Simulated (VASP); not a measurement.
Input of a VASP 6.6.1 run:

Contents of INCAR:

```
PREC = Accurate ; ENCUT = 520
EDIFF = 1E-7 ; ISMEAR = 0
SIGMA = 0.01 ; LREAL = False
LASPH = True ; NELM = 80
ALGO = Normal ; ISIF = 2
LWAVE = False ; LCHARG = False
GGA = PE ; NBANDS = 16
```

Contents of KPOINTS:

```
regular mesh
0
Gamma
  6 6 6
```

POSCAR

```
InP
1.0
    4.0687874010      0.0000000000      0.0000000000
    2.0343937005      3.5236732519      0.0000000000
    2.0343937005      1.1745577506      3.3221510015
In P
1 1
Direct
    0.0000000000      0.0000000000      0.0000000000
    0.2500000000      0.2500000000      0.2500000000
```

Potentials or basis: VASP PAW PBE potentials, release 64 (In_d, P).

Launch:

```sh
$ cat potpaw_PBE.64/In_d/POTCAR potpaw_PBE.64/P/POTCAR > POTCAR
$ mpirun -np 1 vasp_std > vasp.out
```

**Question.** Estimate the pressure.

**Answer.** 7.9 GPa.

**Question.** What does it give for the band gap on the k mesh?

**Answer.** 1.01 eV, direct.

Caveat: spin-orbit coupling is left out, which moves the levels of the heavy elements. Expect the measured gap to be larger: semilocal functionals such as PBE lack the derivative discontinuity.
